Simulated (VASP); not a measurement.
Here is a VASP 6.6.1 calculation.

File INCAR:

```
SYSTEM = MnO
  PREC = Accurate
  ENCUT = 1340
  EDIFF = 1E-6
  ISMEAR = -1
  SIGMA = 0.02
  LREAL = .False.
  LASPH = .True.
  NELM = 200
  ALGO = Normal
  ISIF = 2
  LWAVE = .False.
  LCHARG = .True.
  ISPIN = 2
  MAGMOM = 4.5 0
  LORBIT = 11
  LMAXMIX = 4
  LDAU = .True.
  LDAUTYPE = 2
  LDAUL = 2 -1
  LDAUU = 2.8 0
  LDAUJ = 0 0
  LDAUPRINT = 1
  GGA = PE
  LELF = .True.
  LVHAR = .True.
  NBANDS = 22
  GGA_COMPAT = .False.
```

KPOINTS

```
regular mesh
0
Gamma
  9 9 9
  0 0 0
```

Contents of POSCAR:

```
MnO
1.0
    0.0000000000      2.2400000000      2.2400000000
    2.2400000000      0.0000000000      2.2400000000
    2.2400000000      2.2400000000      0.0000000000
Mn O
1 1
Direct
    0.0000000000      0.0000000000      0.0000000000
    0.5000000000      0.5000000000      0.5000000000
```

Potentials or basis: VASP PAW PBE potentials, release 64 (Mn_sv, O_h).

The run is started by

```bash
$ cat potpaw_PBE.64/Mn_sv/POTCAR potpaw_PBE.64/O_h/POTCAR > POTCAR
$ mpirun -np 1 vasp_std > vasp.out
```

Estimate the net moment.

5.00 μB per cell.

Predict the band gap on the k mesh.

zero (filled and empty bands overlap).

Eigenvalues of the final occupation matrices:
| site | spin | trace | eigenvalues |
| --- | --- | --- | --- |
| site 1 d | 1 | 4.59 | 0.90 0.90 0.90 0.94 0.94 |
| site 1 d | 2 | 0.16 | 0.02 0.02 0.02 0.06 0.06 |

Caveat: a cell with one magnetic atom can't hold antiferromagnetic order, which such compounds often take. The state reached can hang on the start; a lower one may exist.
